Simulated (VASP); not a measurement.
Set up this calculation in VASP 6.6.1, as the native input.

| Property | Result |
| --- | --- |
| Task | relaxation of cell and atoms |
| Functional | PBEsol |
| Potentials or basis | VASP PAW PBE potentials, release 64 (V_sv) |
| Cutoff | 600 eV |
| k mesh | 14 × 14 × 14 |
| Occupations | fermi-dirac, width 0.08 eV |
| Spin | no spin polarisation |
| Dipole correction | no |
| Further INCAR settings | ALGO = Normal; EDIFF = 1e-06; IBRION = 2; EDIFFG = -0.005; NSW = 60; ISIF = 3 |

The structure of V lies in POSCAR:

```
V
1.0
    0.0000000000      2.5305582878      2.5305582878
    2.5305582878      0.0000000000      2.5305582878
    2.5305582878      2.5305582878      0.0000000000
V
2
Direct
   -0.1250000000     -0.1250000000     -0.1250000000
    0.1250000000      0.1250000000      0.1250000000
```

This isn't the form of V at room conditions, which is bcc.

One way to write it, as run:

INCAR

```
SYSTEM = V
  PREC = Accurate
  ENCUT = 600
  EDIFF = 1E-6
  ISMEAR = -1
  SIGMA = 0.08
  LREAL = .FALSE.
  LASPH = .TRUE.
  NELM = 80
  ALGO = Normal
  ISIF = 3
  LWAVE = .FALSE.
  LCHARG = .FALSE.
  GGA = PS
  IBRION = 2
  NSW = 60
  EDIFFG = -0.005
```

KPOINTS

```
Automatic mesh
0
G
  14 14 14
  0 0 0
```

Potentials or basis: VASP PAW PBE potentials, release 64 (V_sv).

The run is started by

```sh
$ cat potpaw_PBE.64/V_sv/POTCAR > POTCAR
$ mpirun -np 1 vasp_std > vasp.out
```

It gave:

| Item | Value |
| --- | --- |
| Relaxed volume | 17.63 Å³/atom |
| Relaxed cell | a = 3.680 Å, b = 3.680 Å, c = 3.680 Å, α = 60.00°, β = 60.00°, γ = 60.00° |
| Space group after relaxing (to 0.1 Å) | Fd-3m (No. 227) |
| Energy gained by relaxing | 30.9 meV/atom |
| Ionic steps | 7 |
| Pressure after relaxing | 0.0 GPa |
| Band gap on the k mesh | zero (bands 13 and 14 overlap by 1.06 eV) |

Caveat: the PAW data sets were made with another functional, which shifts forces and pressure a little.

It took 7.6 min on 1 thread of Intel Xeon 8259CL, on a shared host, peak memory 0.22 GiB.
